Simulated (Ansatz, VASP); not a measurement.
# AlAs: VASP beside Ansatz

File INCAR:

```
  PREC = Accurate
  ENCUT = 500
  EDIFF = 1E-6
  ISMEAR = 0
  SIGMA = 0.01
  LREAL = False
  LASPH = True
  NELM = 120
  ALGO = Normal
  ISIF = 2
  LWAVE = False
  LCHARG = True
  GGA = PE
  LELF = True
  LVHAR = True
  NBANDS = 11
  GGA_COMPAT = False
```

The input KPOINTS:

```
regular mesh
0
Gamma
  4 4 4
```

File POSCAR:

```
AlAs
1.0
    4.0027900000      0.0000000000      0.0000000000
    2.0013950000      3.4665178260      0.0000000000
    2.0013950000      1.1555059420      3.2682643492
Al As
1 1
Direct
    0.0000000000      0.0000000000      0.0000000000
    0.2500000000      0.2500000000      0.2500000000
```

Input for Ansatz:

```yaml
crystal:
  lattice:
    - [4.00279, 0.0, 0.0]
    - [2.0013950000000005, 3.466517826014313, 0.0]
    - [2.0013950000000005, 1.1555059420047713, 3.2682643491716923]
  atoms:
    - { symbol: Al, position: [0.0, 0.0, 0.0] }
    - { symbol: As, position: [0.25000000000000006, 0.25, 0.25] }
kpoints:
  mp_grid:
    grid: [4, 4, 4]
hamiltonian:
  xc: pbe
scf:
  occupations:
    method: fixed
output:
  eigenvalues: true
```

Alike in both runs: task single point; functional PBE; k mesh 4 × 4 × 4; no spin polarisation.

|  | VASP | Ansatz |
| --- | --- | --- |
| version | VASP 6.6.1 | Ansatz 0.2.0 |
| potentials or method | VASP PAW PBE potentials, release 64 (Al, As) | plane waves, PAW |
| plane-wave cutoff (eV) | 500 | 420 |
| occupations | gaussian, width 0.01 eV | fixed |
| valence electrons in the cell | 8 | 18 |

Ansatz gave:

- gap on the k mesh at the Fermi level (eV): 1.42

Q: Estimate VASP's values.

A: gap on the k mesh at the Fermi level (eV): 1.41.

VASP's potentials hold 8 valence electrons a cell and Ansatz's 18, so a difference there can come from the potentials and not from the codes.

The k mesh is coarse, so the values compare programs but aren't converged.
